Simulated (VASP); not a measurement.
Wanted: the native input for a VASP 6.6.1 run.

```
Task                   : single point
Functional             : LDA
Potentials or basis    : VASP PAW LDA potentials, release 64 (Rb_sv)
Cutoff                 : 520 eV
k mesh                 : 12 × 12 × 12
Occupations            : gaussian, width 0.15 eV
Spin                   : no spin polarisation
Dipole correction      : no
Further INCAR settings : ALGO = Normal; EDIFF = 1e-06; NBANDS = 10
```

The structure of Rb lies in POSCAR:

```
Rb
1.0
    0.0318489909      3.6398846700      3.6398846700
    3.6398846700      0.0318489909      3.6398846700
    3.6717336609      3.6717336609      0.0000000000
Rb
1
Direct
    0.0000000000      0.0000000000      0.0000000000
```

This cell differs from its parent crystal: strain +0.0175 x Voigt [0, 0, 0, 0, 0, 1].

One way to write it, as run:

INCAR

```
  ALGO = Normal
  EDIFF = 1E-6
  ENCUT = 520
  ISIF = 2
  ISMEAR = 0
  LASPH = T
  LCHARG = F
  LREAL = F
  LWAVE = F
  NBANDS = 10
  NELM = 100
  PREC = Accurate
  SIGMA = 0.15
```

KPOINTS

```
k-points
0
Gamma
  12 12 12
```

Potentials or basis: VASP PAW LDA potentials, release 64 (Rb_sv).

Command:

```sh
$ cat potpaw_LDA.64/Rb_sv/POTCAR > POTCAR
$ mpirun -np 1 vasp_std > vasp.out
```

Results of the run:

```yaml
Pressure: -0.5 GPa
Band_gap_on_the_k_mesh: zero (an odd number of electrons rules out a gap without spin polarisation)
```

Caveat: the cell differs from its parent crystal (strain +0.0175 x Voigt [0, 0, 0, 0, 0, 1]).

Wall time 72 s on 1 thread of Intel(R) Xeon(R) 6975P-C (Granite Rapids) (shared host), peak memory 0.38 GiB.
